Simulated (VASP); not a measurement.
Co: single point with r2SCAN

Co:

```
Co
1.0
     2.28181    0.00000    0.00000
     0.00000    2.28181    0.00000
     0.00000    0.00000    2.28181
Co
1
Cartesian
  0.0000 0.0000 0.0000
```

This cell differs from its parent crystal: volume scaled by 1.04.

- Program: VASP 6.6.1
- Task: single point
- Functional: r2SCAN
- Potentials or basis: VASP PAW PBE potentials, release 64 (Co)
- Cutoff: 520 eV
- k mesh: 16 × 16 × 16
- Occupations: fermi-dirac, width 0.1 eV
- Spin: no spin polarisation

| Property | Result |
| --- | --- |
| Pressure | -7.1 GPa |

Levels at points of the mesh, in eV from the Fermi level:
```
           k point  band 2  band 3  band 4  band 5  band 6  band 7
(0.00, 0.00, 0.00)   -3.73   -3.73    0.49    0.49    0.49   21.40
(0.50, 0.00, 0.00)   -3.16   -1.20   -0.85   -0.85    0.61    5.07
(0.50, 0.50, 0.00)   -2.68   -0.58   -0.58    1.42    5.84    5.84
(0.50, 0.50, 0.50)   -3.34   -3.34    1.49    1.49   13.46   13.46
```

Run time: 72 s on 1 thread of AMD EPYC 7R13 Processor (Zen 3) (shared host), peak memory 0.1 GiB.

Caveat: the PAW data sets were made with another functional, which shifts forces and pressure a little; the run has no spin polarisation, though such a crystal can be magnetic. Spin polarisation is off, so any magnetic state and its effect on volume and gap are missing.
